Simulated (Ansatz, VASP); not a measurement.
This is a calculation of CoO for Ansatz 0.2.0.

input.yaml

```yaml
crystal:
  lattice:
    - [1.5054695445, 0.8691832468, 2.4399269062]
    - [-1.5054695445, 0.8691832468, 2.4399269062]
    - [0.0, -1.7383664936, 2.4399269062]
  atoms:
    - { symbol: Co, position: [0.0, 0.0, 0.0], spin: 2.0 }
    - { symbol: O, position: [0.5, 0.5, 0.5] }
hamiltonian:
  xc: pbe
  pseudopotentials: { kind: paw }
magnetization:
  spin_polarized: true
kpoints:
  mp_grid: { grid: [11, 11, 11] }
scf:
  occupations: { method: gaussian, width: 0.027 }
output:
  forces: true
  stress: true
  eigenvalues: true
```

Potentials or basis: Ansatz PAW.

The run is started by

```sh
$ ansatz run input.yaml --threads 2 --pin off --max-ram 5632MiB --backend cpu --events-out ev --progress --plain --runs-dir out
```

Q: Set up the same calculation for VASP 6.6.1. Potentials there: VASP PAW PBE potentials, release 64 (Co, O).

A: As run (the cutoff follows the program's own potentials):

The input INCAR:

```
SYSTEM = CoO
ALGO = Normal
EDIFF = 1E-7
ENCUT = 520
GGA = PE
ISIF = 2
ISMEAR = 0
ISPIN = 2
LASPH = .TRUE.
LCHARG = .FALSE.
LMAXMIX = 4
LORBIT = 11
LREAL = .FALSE.
LWAVE = .FALSE.
MAGMOM = 2 0
NBANDS = 18
NELM = 150
PREC = Accurate
SIGMA = 0.027000000000000003
```

The input KPOINTS:

```
k-points
0
G
  11 11 11
  0 0 0
```

Contents of POSCAR:

```
CoO
1.0
    1.5054695445      0.8691832468      2.4399269062
   -1.5054695445      0.8691832468      2.4399269062
    0.0000000000     -1.7383664936      2.4399269062
Co O
1 1
Direct
    0.0000000000      0.0000000000      0.0000000000
    0.5000000000      0.5000000000      0.5000000000
```

Potentials or basis: VASP PAW PBE potentials, release 64 (Co, O).

Run with:

```console
$ cat potpaw_PBE.64/Co/POTCAR potpaw_PBE.64/O/POTCAR > POTCAR
$ mpirun -np 1 vasp_std > vasp.out
```

Both were run:

|  | VASP | Ansatz | Ansatz less VASP |
| --- | --- | --- | --- |
| gap on the k mesh at the Fermi level (eV) | none | none | - |
| pressure (GPa) | -0.8 | 0.0 | +0.80 |
| traceless stress, the component that is largest in VASP (GPa) | -0.48 | -0.52 | -0.038 |
| net moment per atom (μB) | 1.44 | 1.47 | +0.025 |
| size of the moment on the site where the two differ most (μB) | 2.54 | 2.49 | -0.049 |

Site moments also hang on the region over which each program counts them. A gap of «none» marks a metal or a gap that the smearing closes. VASP's potentials hold 15 valence electrons a cell and Ansatz's 23, so a difference there can come from the potentials and not from the codes.
